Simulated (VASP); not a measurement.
# MnO (Pm-3m) in VASP: a series of runs, part 2 of 2

VASP 6.6.1. The steps go on from the part before.

**3. Relaxation of cell and atoms, PBEsol-based screened hybrid, collinear spin, ferromagnetic start**

This run uses another cell than the first one, of 9.54 Å³/atom, 0.950 times its volume.

Input file POSCAR:

```
MnO
1.0
    2.6723886600      0.0000000000      0.0000000000
    0.0000000000      2.6723886600      0.0000000000
    0.0000000000      0.0000000000      2.6723886600
Mn O
1 1
Direct
    0.0000000000      0.0000000000      0.0000000000
    0.5000000000      0.5000000000      0.5000000000
```

Input file INCAR.step1:

```
ALGO     = Normal         # electronic algorithm
EDIFF    = 1E-5           # SCF threshold, eV
ENCUT    = 600            # plane-wave cutoff, eV
GGA      = PE             # functional
ISMEAR   = -1             # smearing method
ISPIN    = 2              # spin polarisation
LASPH    = True           # aspherical terms in the spheres
LCHARG   = False          # write CHGCAR
LMAXMIX  = 4              # l up to which the mixer works
LORBIT   = 11             # projections on sites
LREAL    = False          # projectors in reciprocal space
LWAVE    = True           # write WAVECAR
MAGMOM   = 4 0            # initial moments
NBANDS   = 20             # bands
NELM     = 150            # most SCF steps
PREC     = Accurate       # precision mode
SIGMA    = 0.05           # smearing width, eV
```

Input file INCAR.step2:

```
AEXX     = 0.25           # exact-exchange fraction
ALGO     = Normal         # electronic algorithm
EDIFF    = 1E-6           # SCF threshold, eV
EDIFFG   = -0.01          # ionic threshold
ENCUT    = 600            # plane-wave cutoff, eV
GGA      = PS             # functional
HFSCREEN = 0.207          # screening, 1/A
IBRION   = 2              # ionic algorithm
ISIF     = 3              # what is computed and relaxed
ISMEAR   = -1             # smearing method
ISPIN    = 2              # spin polarisation
ISTART   = 1            
LASPH    = True           # aspherical terms in the spheres
LCHARG   = False          # write CHGCAR
LHFCALC  = True           # exact exchange
LMAXMIX  = 4              # l up to which the mixer works
LORBIT   = 11             # projections on sites
LREAL    = False          # projectors in reciprocal space
LWAVE    = False          # write WAVECAR
MAGMOM   = 4 0            # initial moments
NELM     = 150            # most SCF steps
NSW      = 60             # ionic steps
PREC     = Accurate       # precision mode
PRECFOCK = Normal       
SIGMA    = 0.05           # smearing width, eV
```

Input file KPOINTS:

```
k-points
0
Gamma
  5 5 5
```

Potentials or basis: VASP PAW PBE potentials, release 64 (Mn_pv, O).

On the command line:

```console
> cat potpaw_PBE.64/Mn_pv/POTCAR potpaw_PBE.64/O/POTCAR > POTCAR
> cp INCAR.step1 INCAR
> mpirun -np 1 vasp_std > vasp.out
> cp INCAR.step2 INCAR
> mpirun -np 1 vasp_std > vasp.out
```

Wall time 46 min (1 thread of AMD EPYC 9R14 (Zen 4), shared host); peak memory 0.24 GiB.

Results (log left out):

```
Free energy                                           : -23.1257 eV
Relaxed volume                                        : 10.08 Å³/atom
Relaxed cell                                          : a = 2.722 Å, b = 2.722 Å, c = 2.722 Å, α = 90.00°, β = 90.00°, γ = 90.00°
Space group after relaxing (to 0.05 Å)                : Pm-3m (No. 221)
Energy gained by relaxing                             : 17.7 meV/atom
Ionic steps                                           : 3
Pressure after relaxing                               : 0.0 GPa
Band gap on the k mesh                                : 1.65 eV, indirect (least direct gap 3.16 eV)
Net moment                                            : 5.00 μB per cell
Site moments                                          : Mn +4.58; O +0.21 μB
Valence electrons inside the program's atomic spheres : Mn 11.31; O 5.00
```

The path:
| step | energy change (eV) | largest force (eV/Å) | pressure (GPa) | volume (Å³) |
| --- | --- | --- | --- | --- |
| 1 | 0.0000 | 0.0000 | 11.19 | 19.09 |
| 2 | -0.0176 | 0.0000 | -6.65 | 20.99 |
| 3 | -0.0354 | 0.0000 | 0.00 | 20.16 |

Final structure:
```xyz
2
Lattice="2.7216 0.0000 0.0000 0.0000 2.7216 0.0000 0.0000 0.0000 2.7216" Properties=species:S:1:pos:R:3 pbc="T T T"
Mn    0.0000    0.0000    0.0000
O     1.3608    1.3608    1.3608
```

Levels at points of the mesh, in eV from the valence-band top:
Spin up:
```csv
k point,band 9,band 10,band 11,band 12,band 13,band 14,band 15
"(0.00, 0.00, 0.00)",-2.73,-2.23,-2.23,-2.23,1.65,16.48,16.48
```
Spin down:
| k point | band 5 | band 6 | band 7 | band 8 | band 9 | band 10 |
| --- | --- | --- | --- | --- | --- | --- |
| (0.00, 0.00, 0.00) | -1.52 | -1.52 | -1.52 | 2.44 | 2.44 | 3.53 |

Caveat: the k points lie up to 0.46 Å⁻¹ apart in the final cell; the PAW data sets were made with another functional, which shifts forces and pressure a little; a cell with one magnetic atom can't hold antiferromagnetic order, which such compounds often take. A k mesh can miss the band edges.

**4. Single point, PBE**

This run uses another cell than the first one, of 9.54 Å³/atom, 0.950 times its volume.

Input file INCAR:

```
PREC = Accurate
ENCUT = 520
EDIFF = 1E-6
ISMEAR = -1
SIGMA = 0.05
LREAL = F
LASPH = T
NELM = 80
ALGO = Normal
ISIF = 2
LWAVE = F
LCHARG = T
GGA = PE
LELF = T
LVHAR = T
NBANDS = 16
```

Input file KPOINTS:

```
regular mesh
0
Gamma
  10 10 10
```

POSCAR is that of step 3.

On the command line:

```console
> cat potpaw_PBE.64/Mn_pv/POTCAR potpaw_PBE.64/O/POTCAR > POTCAR
> mpirun -np 1 vasp_std > vasp.out
```

Run time: 20 s. Hardware: 1 thread of Intel Xeon 8259CL, shared host; peak memory 0.13 GiB.

It converged, with:

- Free energy: -14.2022 eV
- Pressure: -28.1 GPa

Levels at points of the mesh, in eV from the Fermi level:
```
           k point  band 6  band 7  band 8  band 9  band 10  band 11  band 12  band 13
(0.00, 0.00, 0.00)   -3.42   -3.42   -2.71   -2.71     0.27     0.27     0.27     0.86
(0.50, 0.00, 0.00)   -4.11   -4.11   -2.22    0.39     0.49     1.12     1.12     5.99
(0.50, 0.50, 0.00)   -6.45   -2.67   -2.18   -0.96    -0.55    -0.55     0.99     7.29
(0.50, 0.50, 0.50)   -7.09   -7.09    1.04    1.04     1.49     1.49     1.49     7.13
```

Caveat: an odd number of electrons without spin polarisation forces a metal; a magnetic or distorted state may lie lower; the run has no spin polarisation, though such a crystal can be magnetic; semilocal functionals often make such compounds metallic where correlation or magnetic order opens a gap, which also shifts bond lengths. Spin polarisation is off, so any magnetic state and its effect on volume and gap are missing.

**5. Single point, PBE, collinear spin, ferromagnetic start**

This run uses another cell than the first one, of 9.54 Å³/atom, 0.950 times its volume.

Input file INCAR:

```
SYSTEM = MnO
  PREC = Accurate
  ENCUT = 520
  EDIFF = 1E-7
  ISMEAR = -1
  SIGMA = 0.05
  LREAL = .FALSE.
  LASPH = .TRUE.
  NELM = 150
  ALGO = Normal
  ISIF = 2
  LWAVE = .FALSE.
  LCHARG = .FALSE.
  ISPIN = 2
  MAGMOM = 4 0
  LORBIT = 11
  LMAXMIX = 4
  GGA = PE
  NBANDS = 20
```

Input file KPOINTS:

```
regular mesh
0
G
  10 10 10
  0 0 0
```

POSCAR is that of step 4.

On the command line:

```console
> cat potpaw_PBE.64/Mn_pv/POTCAR potpaw_PBE.64/O/POTCAR > POTCAR
> mpirun -np 1 vasp_std > vasp.out
```

It took 52 s on 1 thread of Intel Xeon 8259CL, shared host; peak memory 0.15 GiB.

Results (log left out):

- Free energy: -15.2737 eV
- Pressure: 5.9 GPa
- Net moment: 4.19 μB per cell
- Site moments: Mn +3.90; O +0.11 μB
- Valence electrons inside the program's atomic spheres: Mn 11.46; O 4.95

Levels at points of the mesh, in eV from the Fermi level:
Spin up:
```
           k point  band 8  band 9  band 10  band 11  band 12  band 13  band 14  band 15  band 16  band 17
(0.00, 0.00, 0.00)   -3.00   -3.00    -1.36    -1.36    -1.36     0.36    15.06    15.06    19.33    19.33
(0.50, 0.00, 0.00)   -3.64   -1.26    -0.80     0.25     0.25     5.53     7.93    14.80    16.98    16.98
(0.50, 0.50, 0.00)   -2.38   -2.17    -2.12    -2.12    -0.59     6.28    10.49    10.49    16.02    23.72
(0.50, 0.50, 0.50)   -0.54   -0.54     0.54     0.54     0.54     6.44     6.44     6.44    15.49    20.68
```
Spin down:
| k point | band 4 | band 5 | band 6 | band 7 | band 8 | band 9 | band 10 | band 11 |
| --- | --- | --- | --- | --- | --- | --- | --- | --- |
| (0.00, 0.00, 0.00) | -19.97 | -2.73 | -2.73 | -2.73 | -0.95 | -0.95 | 1.76 | 2.69 |
| (0.50, 0.00, 0.00) | -18.84 | -7.87 | -3.16 | -3.16 | -0.32 | 2.55 | 2.83 | 3.23 |
| (0.50, 0.50, 0.00) | -18.31 | -5.88 | -5.88 | -1.95 | -0.49 | 1.12 | 1.70 | 1.70 |
| (0.50, 0.50, 0.50) | -17.47 | -6.30 | -6.30 | -6.30 | 3.36 | 3.36 | 3.58 | 3.58 |

Caveat: a cell with one magnetic atom can't hold antiferromagnetic order, which such compounds often take; semilocal functionals often make such compounds metallic where correlation or magnetic order opens a gap, which also shifts bond lengths. With open d or f shells a metallic result of PBE can be an artefact of self-interaction; +U or a hybrid may open a gap.

**6. Summary**

```csv
task,level,spin,cell,k mesh,cutoff (eV),grid for exact exchange (PRECFOCK),share of exact exchange,screening parameter,gap on the mesh (eV),pressure (GPa),moment (μB)
single point,PBEsol-based global hybrid,"collinear, ferromagnetic start","a = 2.719 Å, 2 atoms",5 × 5 × 5,520,Normal,0.25,-,2.43,0.5,5.00
relaxation of cell and atoms,PBEsol-based screened hybrid,"collinear, ferromagnetic start","relaxed from a = 2.672 Å, 2 atoms",5 × 5 × 5,600,Normal,0.25,0.207 1/Å,1.65,0.0,5.00
single point,PBE,off,"a = 2.672 Å, 2 atoms",10 × 10 × 10,520,-,-,-,none,-28.1,-
single point,PBE,"collinear, ferromagnetic start","a = 2.672 Å, 2 atoms",10 × 10 × 10,520,-,-,-,none,5.9,4.19
```

Alike in all rows: potentials or basis VASP PAW PBE potentials, release 64 (Mn_pv, O); smearing fermi-dirac 0.05 eV.

Caveats: some runs use coarse meshes; a cell with one magnetic atom can't hold antiferromagnetic order, which such compounds often take (some runs); the PAW data sets were made with another functional, which shifts forces and pressure a little (some runs); semilocal functionals often make such compounds metallic where correlation or magnetic order opens a gap, which also shifts bond lengths (some runs); an odd number of electrons without spin polarisation forces a metal (some runs); a magnetic or distorted state may lie lower (some runs).

Absolute energies hang on the potentials; compare differences alone.
